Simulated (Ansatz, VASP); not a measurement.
# One calculation of VN, two programs

File INCAR:

```
SYSTEM = VN
ALGO = Normal
EDIFF = 1E-6
ENCUT = 600
GGA = RP
GGA_COMPAT = .FALSE.
ISIF = 2
ISMEAR = 0
ISPIN = 2
IVDW = 13
LASPH = .TRUE.
LCHARG = .FALSE.
LMAXMIX = 4
LORBIT = 11
LREAL = .FALSE.
LWAVE = .FALSE.
MAGMOM = 0.05 0
NBANDS = 20
NELM = 200
PREC = Accurate
SIGMA = 0.05
```

KPOINTS

```
k-points
0
G
  10 10 10
  0 0 0
```

POSCAR

```
VN
1.0
    0.0000000000      2.0008463966      2.0008463966
    2.0008463966      0.0000000000      2.0008463966
    2.0008463966      2.0008463966      0.0000000000
V N
1 1
Direct
    0.0000000000      0.0000000000      0.0000000000
    0.5000000000      0.5000000000      0.5000000000
```

Input for Ansatz:

```yaml
crystal:
  lattice:
    - [0.0, 2.0008463966, 2.0008463966]
    - [2.0008463966, 0.0, 2.0008463966]
    - [2.0008463966, 2.0008463966, 0.0]
  atoms:
    - { symbol: V, position: [0.0, 0.0, 0.0], spin: 0.05 }
    - { symbol: "N", position: [0.5, 0.5, 0.5] }
basis:
  ecutwfc: 420
  ecutrho_ratio: 4
kpoints:
  mp_grid: { grid: [10, 10, 10] }
hamiltonian:
  xc: rpbe
  dispersion: d4
scf:
  occupations: { method: gaussian, width: 0.05 }
output:
  forces: true
  stress: true
  eigenvalues: true
  populations: true
magnetization:
  spin_polarized: true
```

Alike in both runs: task single point; functional RPBE; dispersion D4; k mesh 10 × 10 × 10; occupations gaussian, width 0.05 eV; collinear spin.

|  | VASP | Ansatz |
| --- | --- | --- |
| version | VASP 6.6.1 | Ansatz 0.2.0 |
| potentials or method | VASP PAW PBE potentials, release 64 (V_sv, N), cutoff 600 eV | scalar-relativistic, plane waves, PAW |
| valence electrons in the cell | 18 | 18 |

```csv
,VASP,Ansatz,Ansatz less VASP
gap on the k mesh at the Fermi level (eV),none,none,-
pressure (GPa),15.8,14.6,-1.17
net moment per atom (μB),0.00,0.00,-0.001
```

VASP's potentials were made for PBE, not for RPBE. A gap of «none» marks a metal or a gap that the smearing closes. Ansatz's warnings: seeded moment not kept.
